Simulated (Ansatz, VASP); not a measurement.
# One calculation of Bi, two programs

```xyz
1
Lattice="0.0000 2.5758 2.5758 2.5758 0.0000 2.5758 2.5758 2.5758 0.0000" Properties=species:S:1:pos:R:3 pbc="T T T"
Bi    0.0000    0.0000    0.0000
```

Alike in both runs: task single point; functional PBE; k mesh 6 × 6 × 6; occupations fermi-dirac, width 0.1103 eV; collinear spin.

```csv
,VASP,Ansatz
version,VASP 6.6.1,Ansatz 0.2.0
potentials or method,"VASP PAW PBE potentials, release 64 (Bi_d), cutoff 500 eV",PAW plane waves
valence electrons in the cell,15,15
```

|  | VASP | Ansatz | Ansatz less VASP |
| --- | --- | --- | --- |
| gap on the k mesh at the Fermi level (eV) | none | none | - |
| pressure (GPa) | -3.6 | -3.6 | +0.04 |
| net moment per atom (μB) | 0.00 | 0.00 | 0.000 |

A gap of «none» marks a metal or a gap that the smearing closes. The functional is the same, so the differences come from potentials, cutoffs and numerics. Ansatz's warnings: no starting moments, stability check not made.

Spin-orbit coupling is off throughout.
